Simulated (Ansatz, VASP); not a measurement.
## CdTe2 in VASP and in Ansatz

```
Cd Te
1.0
     5.90986    0.00000    0.00000
     0.00000    7.37895    0.00000
     0.00000    0.00000    4.55827
Cd Te
2 4
Direct
  0.00000 0.00000 0.00000
  0.50000 0.50000 0.50000
  0.19054 0.38881 0.00000
  0.80946 0.61119 0.00000
  0.69054 0.11119 0.50000
  0.30946 0.88881 0.50000
```

Alike in both runs: functional PBE; k mesh 6 × 6 × 8; occupations gaussian, width 0.1 eV; no spin polarisation.

Ansatz relaxed the structure, and its values are those at the end. VASP's run is a single point on that final structure, the one shown.

|  | VASP | Ansatz |
| --- | --- | --- |
| version | VASP 6.6.1 | Ansatz 0.2.0 |
| potentials or method | VASP PAW PBE potentials, release 64 (Cd, Te), cutoff 520 eV | scalar-relativistic, plane waves, PAW |
| valence electrons in the cell | 48 | 104 |

Ansatz gave:

* gap on the k mesh at the Fermi level (eV): none
* pressure (GPa): 0.0
* rms of the force components (eV/Å): 0.002

**Question.** Which values does VASP return?

**Answer.** gap on the k mesh at the Fermi level (eV): none; pressure (GPa): 0.1; rms of the force components (eV/Å): 0.005.

A gap of «none» marks a metal or a gap that the smearing closes. The functional is the same, so the differences come from potentials, cutoffs and numerics. VASP's potentials hold 48 valence electrons a cell and Ansatz's 104, so a difference there can come from the potentials and not from the codes.

Spin-orbit coupling is off throughout.
